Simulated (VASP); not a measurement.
# AlCu3 (Pm-3m) in VASP: a series of runs

AlCu3 is run at these levels: LDA; tasks: single point, relaxation of cell and atoms.

Everything below comes from runs of VASP 6.6.1. Logs are shortened: lines on timing, memory, paths and dates and some standing lists are left out, and cuts for length are marked.

## (1) The cell of the first run

The structure is cubic, space group Pm-3m (No. 221). The conventional cell has a = 3.589 Å, b = 3.589 Å, c = 3.589 Å, α = 90.00°, β = 90.00°, γ = 90.00°. Within 3.3 Å of Al (site symmetry m-3m) lie 12 Cu at 2.54 Å. Within 3.3 Å of Cu (site symmetry 4/mmm) lie 4 Al at 2.54 Å and 8 Cu at 2.54 Å.

## (2) Single point, LDA

INCAR

```
PREC     = Accurate       # precision mode
ENCUT    = 520            # plane-wave cutoff, eV
EDIFF    = 1E-7           # SCF threshold, eV
ISMEAR   = 1              # smearing method
SIGMA    = 0.1            # smearing width, eV
LREAL    = F              # projectors in reciprocal space
LASPH    = T              # aspherical terms in the spheres
NELM     = 80             # most SCF steps
ALGO     = Normal         # electronic algorithm
ISIF     = 2              # what is computed and relaxed
LWAVE    = F              # write WAVECAR
LCHARG   = F              # write CHGCAR
NBANDS   = 26             # bands
```

KPOINTS

```
regular mesh
0
Gamma
  12 12 12
```

POSCAR

```
AlCu3
1.0
    3.5891411400      0.0000000000      0.0000000000
    0.0000000000      3.5891411400      0.0000000000
    0.0000000000      0.0000000000      3.5891411400
Al Cu
1 3
Direct
    0.0000000000      0.0000000000      0.0000000000
    0.5000000000      0.5000000000      0.0000000000
    0.5000000000      0.0000000000      0.5000000000
    0.0000000000      0.5000000000      0.5000000000
```

Potentials or basis: VASP PAW LDA potentials, release 64 (Al, Cu).

Run with:

```sh
$ cat potpaw_LDA.64/Al/POTCAR potpaw_LDA.64/Cu/POTCAR > POTCAR
$ mpirun -np 1 vasp_std > vasp.out
```

OUTCAR:

```text
PREC = Accurate
   ENCUT = 520
   EDIFF = 1E-7
   ISMEAR = 1
   LREAL = F
   LASPH = T
   NELM = 80
   ISIF = 2

 ion  position               nearest neighbor table
   1  0.000  0.000  0.000-   2 2.54   3 2.54   4 2.54   3 2.54   4 2.54   2 2.54   4 2.54   4 2.54
                             2 2.54   3 2.54   3 2.54   2 2.54
   2  0.500  0.500  0.000-   1 2.54   3 2.54   4 2.54   3 2.54   4 2.54   1 2.54   3 2.54   3 2.54
                             1 2.54   4 2.54   4 2.54   1 2.54
   3  0.500  0.000  0.500-   1 2.54   2 2.54   4 2.54   1 2.54   2 2.54   2 2.54   4 2.54   2 2.54
                             1 2.54   4 2.54   1 2.54   4 2.54
   4  0.000  0.500  0.500-   1 2.54   2 2.54   3 2.54   1 2.54   2 2.54   1 2.54   3 2.54   1 2.54
                             2 2.54   3 2.54   2 2.54   3 2.54

  LATTYP: Found a simple cubic cell.
 ALAT       =     3.5891411400

  Lattice vectors:

 A1 = (   3.5891411400,   0.0000000000,   0.0000000000)
 A2 = (   0.0000000000,   3.5891411400,   0.0000000000)
 A3 = (   0.0000000000,   0.0000000000,   3.5891411400)

Analysis of symmetry for initial positions (statically):
=====================================================================
 Subroutine PRICEL returns:
 Original cell was already a primitive cell.

 Routine SETGRP: Setting up the symmetry group for a
 simple cubic supercell.

 Subroutine GETGRP returns: Found 48 space group operations
 (whereof 48 operations were pure point group operations)
 out of a pool of 48 trial point group operations.

The static configuration has the point symmetry O_h .

Analysis of symmetry for dynamics (positions and initial velocities):
=====================================================================
 Subroutine PRICEL returns:
 Original cell was already a primitive cell.

 Routine SETGRP: Setting up the symmetry group for a
 simple cubic supercell.

 Subroutine GETGRP returns: Found 48 space group operations
 (whereof 48 operations were pure point group operations)
 out of a pool of 48 trial point group operations.

The dynamic configuration has the point symmetry O_h .

 Subroutine INISYM returns: Found 48 space group operations
 (whereof 48 operations are pure point group operations),
 and found     1 'primitive' translations

----------------------------------------------------------------------------------------

                                     Primitive cell

  volume of cell :      46.2351

  direct lattice vectors                    reciprocal lattice vectors
     3.589141140  0.000000000  0.000000000     0.278618188  0.000000000  0.000000000
     0.000000000  3.589141140  0.000000000     0.000000000  0.278618188  0.000000000
     0.000000000  0.000000000  3.589141140     0.000000000  0.000000000  0.278618188

  length of vectors
     3.589141140  3.589141140  3.589141140     0.278618188  0.278618188  0.278618188

  position of ions in fractional coordinates (direct lattice)
     0.000000000  0.000000000  0.000000000
     0.500000000  0.500000000  0.000000000
     0.500000000  0.000000000  0.500000000
     0.000000000  0.500000000  0.500000000

  ion indices of the primitive-cell ions
   primitive index   ion index
                 1           1
                 2           2
                 3           3
                 4           4

----------------------------------------------------------------------------------------

 KPOINTS: regular mesh

Automatic generation of k-mesh.
 Grid dimensions read from file:
 generate k-points for:   12   12   12

 Generating k-lattice:

  Cartesian coordinates                     Fractional coordinates (reciprocal lattice)
     0.023218182  0.000000000  0.000000000     0.083333333  0.000000000  0.000000000
     0.000000000  0.023218182  0.000000000     0.000000000  0.083333333  0.000000000
     0.000000000  0.000000000  0.023218182     0.000000000  0.000000000  0.083333333

  Length of vectors
     0.023218182  0.023218182  0.023218182

  Shift w.r.t. Gamma in fractional coordinates (k-lattice)
     0.000000000  0.000000000  0.000000000

 Subroutine IBZKPT returns following result:
 ===========================================

 Found     84 irreducible k-points:

 Following reciprocal coordinates:
            Coordinates               Weight
  0.000000  0.000000  0.000000      1.000000
  0.083333  0.000000  0.000000      6.000000
  0.166667  0.000000  0.000000      6.000000
  0.250000  0.000000  0.000000      6.000000
  0.333333  0.000000  0.000000      6.000000
  0.416667  0.000000  0.000000      6.000000
[... 16 lines left out ...]
  0.333333  0.333333  0.000000     12.000000
  0.416667  0.333333  0.000000     24.000000
 [... further k-points ...]
   k-points           NKPTS =     84   k-points in BZ     NKDIM =     84   number of bands    NBANDS=     26
   number of dos      NEDOS =    301   number of ions     NIONS =      4
   total plane-waves  NPLWV =  21952
   dimension x,y,z NGX =    28 NGY =   28 NGZ =   28
   dimension x,y,z NGXF=    56 NGYF=   56 NGZF=   56
   ions per type =               1   3
   NGX,Y,Z   is equivalent  to a cutoff of  12.97, 12.97, 12.97 a.u.
   NGXF,Y,Z  is equivalent  to a cutoff of  25.94, 25.94, 25.94 a.u.
 SYSTEM =  unknown system
   PREC   = accura    normal or accurate (medium, high low for compatibility)
   ISTART =      0    job   : 0-new  1-cont  2-samecut
   ICHARG =      2    charge: 1-file 2-atom 10-const
   ISPIN  =      1    spin polarized calculation?
   LNONCOLLINEAR =      F non collinear calculations
   LSORBIT =      F    spin-orbit coupling
   LASPH  =      T    aspherical Exc in radial PAW
   ENCUT  =  520.0 eV  38.22 Ry    6.18 a.u.   6.67  6.67  6.67*2*pi/ulx,y,z
   NELM   =     80;   NELMIN=  2; NELMDL= -5     # of ELM steps
   EDIFF  = 0.1E-06   stopping-criterion for ELM
   LREAL  =      F    real-space projection
   EDIFFG = 0.1E-05   stopping-criterion for IOM
   NSW    =      0    number of steps for IOM
   IBRION =     -1    ionic relax: 0-MD 1-quasi-New 2-CG
   NFREE  =      0    steps in history (QN), initial steepest desc. (CG)
   ISIF   =      2    stress and relaxation
   ISYM   =      2    0-nonsym 1-usesym 2-fastsym
   POTIM  = 0.5000    time-step for ionic-motion
   TEBEG  =    0.0;   TEEND  =   0.0 temperature during run
   PSTRESS=    0.0 pullay stress
   NELECT =      36.0000    total number of electrons
   NUPDOWN=      -1.0000    fix difference up-down
   EMIN   =  10.00;   EMAX   =-10.00  energy-range for DOS
   EFERMI =   0.00;   METHOD = LEGACY
   ISMEAR =     1;   SIGMA  =   0.10  broadening in eV -4-tet -1-fermi 0-gaus
   EFERMI_NEDOS =   21; number of points for ismear=-14 and -15
   IALGO  =     38    algorithm
   IMIX   =      4    mixing-type and parameters
     AMIX     =   0.40;   BMIX     =  1.00
     AMIX_MAG =   1.60;   BMIX_MAG =  1.00
  volume/ion in A,a.u.               =      11.56        78.00
  Fermi-wavevector in a.u.,A,eV,Ry     =   1.506093  2.846103 30.862315  2.268316
  Thomas-Fermi vector in A             =   2.616856
   LORBIT       =      0    0 simple, 1 ext, 2 COOP (PROOUT), +10 PAW based schemes
   GGA     = CA    functional components
   LHFCALC =     F    Hartree Fock is set to
   AEXX    =    0.0000 exact exchange contribution
   IVDW    =     0    specifies the selected vdW correction
   LEPSILON=     F    determine dielectric tensor
   LRPA    =     F    only Hartree local field effects (RPA)
 non-spin polarized calculation
 Methfessel and Paxton  Order N= 1 SIGMA  =   0.10
  energy-cutoff  :      520.00
  volume of cell :       46.24
 maximum number of plane-waves:      1262
 NGX is ok and might be reduce to    28
   NGX = 13   NGY = 13   NGZ = 13

 number of electron      35.9999904 magnetization

 Free energy of the ion-electron system (eV)
  ---------------------------------------------------
  ext. energy  EPLUGINS =         0.00000000
  ---------------------------------------------------
  free energy    TOTEN  =       -19.10193513 eV

  energy without entropy =      -19.10204331  energy(sigma->0) =      -19.10197119

 E-fermi :   8.9878     XC(G=0): -12.8572

 val. band max:        8.9876100155   @ k =   0.5000   0.2500   0.2500
 cond. band min:       8.9897019949   @ k =   0.2500   0.1667   0.1667
 fundamental gap:      0.0020919794
 Fermi energy:         8.9878313301

 k-point     1 :       0.0000    0.0000    0.0000
  band No.  band energies     occupation
      1      -1.9543      2.00000
      2       3.3233      2.00000
      3       3.9206      2.00000
      4       3.9206      2.00000
      5       4.1851      2.00000
      6       4.1851      2.00000
[... 18 lines left out ...]
     25      19.7596      0.00000
     26      21.1106      0.00000

 k-point     2 :       0.0833    0.0000    0.0000
  band No.  band energies     occupation
      1      -1.8712      2.00000
      2       3.3477      2.00000
      3       3.8870      2.00000
      4       3.9658      2.00000
      5       4.1980      2.00000
      6       4.1980      2.00000
[... 18 lines left out ...]
     25      19.4756      0.00000
     26      20.6591      0.00000

 k-point     3 :       0.1667    0.0000    0.0000
  band No.  band energies     occupation
      1      -1.6234      2.00000
      2       3.3849      2.00000
      3       3.7869      2.00000
      4       4.0960      2.00000
      5       4.2356      2.00000
      6       4.2356      2.00000
[... 18 lines left out ...]
     25      18.8104      0.00000
     26      19.7090      0.00000

 k-point     4 :       0.2500    0.0000    0.0000
  band No.  band energies     occupation
      1      -1.2159      2.00000
      2       3.1976      2.00000
      3       3.7524      2.00000
      4       4.2932      2.00000
      5       4.2932      2.00000
      6       4.2943      2.00000
[... 18 lines left out ...]
     25      18.4340      0.00000
     26      18.6863      0.00000
[... 496 lines left out ...]
      1       1.1864      2.00000
      2       1.7981      2.00000
      3       4.0053      2.00000
      4       4.2872      2.00000
      5       4.3880      2.00000
      6       4.6001      2.00000
[... 18 lines left out ...]
     25      19.2181      0.00000
     26      20.8449      0.00000

 k-point    23 :       0.3333    0.3333    0.0000
  band No.  band energies     occupation
      1       0.5374      2.00000
      2       3.2911      2.00000
      3       3.3849      2.00000
      4       4.3160      2.00000
      5       4.3374      2.00000
      6       4.5868      2.00000
[... 18 lines left out ...]
     25      18.8299      0.00000
     26      20.2992      0.00000

 k-point    24 :       0.4167    0.3333    0.0000
  band No.  band energies     occupation
      1       1.1420      2.00000
      2       2.7178      2.00000
      3       3.5728      2.00000
      4       4.3436      2.00000
      5       4.3804      2.00000
      6       4.6971      2.00000
[... 18 lines left out ...]
     25      19.1433      0.00000
     26      20.0438      0.00000

 [... further k-points ...]

------------------------ aborting loop because EDIFF is reached ----------------------------------------

  FORCE on cell =-STRESS in cart. coord.  units (eV):
  Direction    XX          YY          ZZ          XY          YZ          ZX
  --------------------------------------------------------------------------------------
  -------------------------------------------------------------------------------------
  Total        0.1780992      0.1780992      0.1780992     -0.0000000      0.0000000     -0.0000000
  in kB        6.1716434      6.1716434      6.1716434     -0.0000000      0.0000000     -0.0000000
  external PRESSURE =       6.1716434 kB  Pullay stress =       0.0000000 kB

 VOLUME and BASIS-vectors are now :
 -----------------------------------------------------------------------------
  energy-cutoff  :      520.00
  volume of cell :       46.24
      direct lattice vectors                 reciprocal lattice vectors
     3.589141140  0.000000000  0.000000000     0.278618188  0.000000000  0.000000000
     0.000000000  3.589141140  0.000000000     0.000000000  0.278618188  0.000000000
     0.000000000  0.000000000  3.589141140     0.000000000  0.000000000  0.278618188

 POSITION                                       TOTAL-FORCE (eV/Angst)
 -----------------------------------------------------------------------------------
      0.00000      0.00000      0.00000         0.000000      0.000000      0.000000
      1.79457      1.79457      0.00000         0.000000      0.000000      0.000000
      1.79457      0.00000      1.79457         0.000000      0.000000      0.000000
      0.00000      1.79457      1.79457         0.000000      0.000000      0.000000
 -----------------------------------------------------------------------------------
    total drift:                                0.000000      0.000000      0.000000

  FREE ENERGIE OF THE ION-ELECTRON SYSTEM (eV)
  ---------------------------------------------------
  free  energy   TOTEN  =       -19.1019351315 eV

  energy  without entropy=      -19.1020433089  energy(sigma->0) =      -19.10197119
```

Wall time 56 s (1 thread of AMD EPYC 9R45 (Zen 5), shared host); peak memory 0.17 GiB.

What came out:

| Quantity | Value |
| --- | --- |
| Free energy | -19.1019 eV |
| Pressure | 0.6 GPa |
| Band gap on the k mesh | zero (bands 18 and 19 overlap by 5.72 eV) |

## (3) Relaxation of cell and atoms, LDA

This run uses another cell than the first one, of 12.03 Å³/atom.

INCAR

```
ALGO = Normal ; EDIFF = 1E-7
EDIFFG = -0.03 ; ENCUT = 600
IBRION = 2 ; ISIF = 3
ISMEAR = 1 ; LASPH = True
LCHARG = False ; LREAL = False
LWAVE = False ; NELM = 100
NSW = 80 ; PREC = Accurate
SIGMA = 0.1
```

KPOINTS

```
k-points
0
Gamma
  12 12 12
```

POSCAR

```
AlCu3
1.0
    3.6373800000      0.0000000000      0.0000000000
    0.0000000000      3.6373800000      0.0000000000
    0.0000000000      0.0000000000      3.6373800000
Al Cu
1 3
Direct
    0.0000000000      0.0000000000      0.0000000000
    0.5000000000      0.5000000000      0.0000000000
    0.5000000000      0.0000000000      0.5000000000
    0.0000000000      0.5000000000      0.5000000000
```

Potentials or basis: VASP PAW LDA potentials, release 64 (Al, Cu).

Run with:

```sh
$ cat potpaw_LDA.64/Al/POTCAR potpaw_LDA.64/Cu/POTCAR > POTCAR
$ mpirun -np 1 vasp_std > vasp.out
```

OUTCAR:

```text
EDIFF = 1E-7
   EDIFFG = -0.03
   ENCUT = 600
   IBRION = 2
   ISIF = 3
   ISMEAR = 1
   LASPH = True
   LREAL = False
   NELM = 100
   NSW = 80
   PREC = Accurate

 ion  position               nearest neighbor table
   1  0.000  0.000  0.000-   2 2.57   3 2.57   4 2.57   3 2.57   4 2.57   2 2.57   4 2.57   4 2.57
                             2 2.57   3 2.57   3 2.57   2 2.57
   2  0.500  0.500  0.000-   1 2.57   3 2.57   4 2.57   3 2.57   4 2.57   1 2.57   3 2.57   3 2.57
                             1 2.57   4 2.57   4 2.57   1 2.57
   3  0.500  0.000  0.500-   1 2.57   2 2.57   4 2.57   1 2.57   2 2.57   2 2.57   4 2.57   2 2.57
                             1 2.57   4 2.57   1 2.57   4 2.57
   4  0.000  0.500  0.500-   1 2.57   2 2.57   3 2.57   1 2.57   2 2.57   1 2.57   3 2.57   1 2.57
                             2 2.57   3 2.57   2 2.57   3 2.57

  LATTYP: Found a simple cubic cell.
 ALAT       =     3.6373800000

  Lattice vectors:

 A1 = (   3.6373800000,   0.0000000000,   0.0000000000)
 A2 = (   0.0000000000,   3.6373800000,   0.0000000000)
 A3 = (   0.0000000000,   0.0000000000,   3.6373800000)

Analysis of symmetry for initial positions (statically):
=====================================================================
 Subroutine PRICEL returns:
 Original cell was already a primitive cell.

 Routine SETGRP: Setting up the symmetry group for a
[... 181 lines left out ...]
  -------------------------------------------------------------------------------------
  Total       -1.6227003     -1.6227003     -1.6227003      0.0000000      0.0000000     -0.0000000
  in kB      -54.0235184    -54.0235184    -54.0235184      0.0000000      0.0000000     -0.0000000
  external PRESSURE =     -54.0235184 kB  Pullay stress =       0.0000000 kB
[... 63 lines left out ...]
--------------------------------------- Ionic step        3  -------------------------------------------

 number of electron      35.9999973 magnetization

 Free energy of the ion-electron system (eV)
  ---------------------------------------------------
  ext. energy  EPLUGINS =         0.00000000
  ---------------------------------------------------
  free energy    TOTEN  =       -19.10311938 eV

  energy without entropy =      -19.10324092  energy(sigma->0) =      -19.10315990

 E-fermi :   8.9299     XC(G=0): -12.8337

 val. band max:        8.8900870460   @ k =   0.4167   0.2500   0.1667
 cond. band min:       8.9307324311   @ k =   0.5000   0.2500   0.2500
 fundamental gap:      0.0406453851
 Fermi energy:         8.9299112538

 k-point     1 :       0.0000    0.0000    0.0000
  band No.  band energies     occupation
      1      -1.9775      2.00000
      2       3.2938      2.00000
      3       3.8878      2.00000
      4       3.8878      2.00000
      5       4.1507      2.00000
      6       4.1507      2.00000
[... 589 lines left out ...]
     21      15.3087      0.00000
     22      15.3537      0.00000

 [... further k-points ...]

------------------------ aborting loop because EDIFF is reached ----------------------------------------

  FORCE on cell =-STRESS in cart. coord.  units (eV):
  Direction    XX          YY          ZZ          XY          YZ          ZX
  --------------------------------------------------------------------------------------
  -------------------------------------------------------------------------------------
  Total        0.0071579      0.0071579      0.0071579      0.0000000      0.0000000     -0.0000000
  in kB        0.2469724      0.2469724      0.2469724      0.0000000      0.0000000     -0.0000000
  external PRESSURE =       0.2469724 kB  Pullay stress =       0.0000000 kB
[... 19 lines left out ...]
  FREE ENERGIE OF THE ION-ELECTRON SYSTEM (eV)
  ---------------------------------------------------
  free  energy   TOTEN  =       -19.1031193843 eV

  energy  without entropy=      -19.1032409198  energy(sigma->0) =      -19.10315990

 reached required accuracy - stopping structural energy minimisation
```

Wall time 2.4 min (1 thread of AMD EPYC 9R45 (Zen 5), shared host); peak memory 0.19 GiB.

Results:

```
Free energy                           : -19.1031 eV
Relaxed volume                        : 11.61 Å³/atom
Relaxed cell                          : a = 3.594 Å, b = 3.594 Å, c = 3.594 Å, α = 90.00°, β = 90.00°, γ = 90.00°
Space group after relaxing (to 0.1 Å) : Pm-3m (No. 221)
Energy gained by relaxing             : 7.4 meV/atom
Ionic steps                           : 3
Pressure after relaxing               : 0.0 GPa
Band gap on the k mesh                : zero (bands 18 and 19 overlap by 5.70 eV)
```

Step by step:
| step | energy change (eV) | largest force (eV/Å) | pressure (GPa) | volume (Å³) |
| --- | --- | --- | --- | --- |
| 1 | 0.0000 | 0.0000 | -5.40 | 48.12 |
| 2 | -0.0160 | 0.0000 | 4.12 | 45.35 |
| 3 | -0.0295 | 0.0000 | 0.02 | 46.44 |

Final structure:
```cif
data_structure
_symmetry_space_group_name_H-M 'P 1'
_symmetry_Int_Tables_number 1
_cell_length_a 3.5943
_cell_length_b 3.5943
_cell_length_c 3.5943
_cell_angle_alpha 90.000
_cell_angle_beta 90.000
_cell_angle_gamma 90.000
_cell_volume 46.44
loop_
_atom_site_label
_atom_site_type_symbol
_atom_site_fract_x
_atom_site_fract_y
_atom_site_fract_z
_atom_site_occupancy
Al1 Al 0.00000 0.00000 0.00000 1
Cu1 Cu 0.50000 0.50000 0.00000 1
Cu2 Cu 0.50000 0.00000 0.50000 1
Cu3 Cu 0.00000 0.50000 0.50000 1
```

Levels at points of the mesh, in eV from the Fermi level:
```
           k point  band 16  band 17  band 18  band 19  band 20  band 21
(0.00, 0.00, 0.00)    -2.13    -0.29    -0.29    -0.29     4.56     4.56
(0.50, 0.00, 0.00)    -2.57    -2.13     3.93     3.93     3.99     3.99
(0.50, 0.50, 0.00)    -2.87    -2.42    -1.22    -1.22     6.58     6.58
(0.50, 0.50, 0.50)    -2.31    -2.31    -2.31    -1.49     1.48     1.87
```
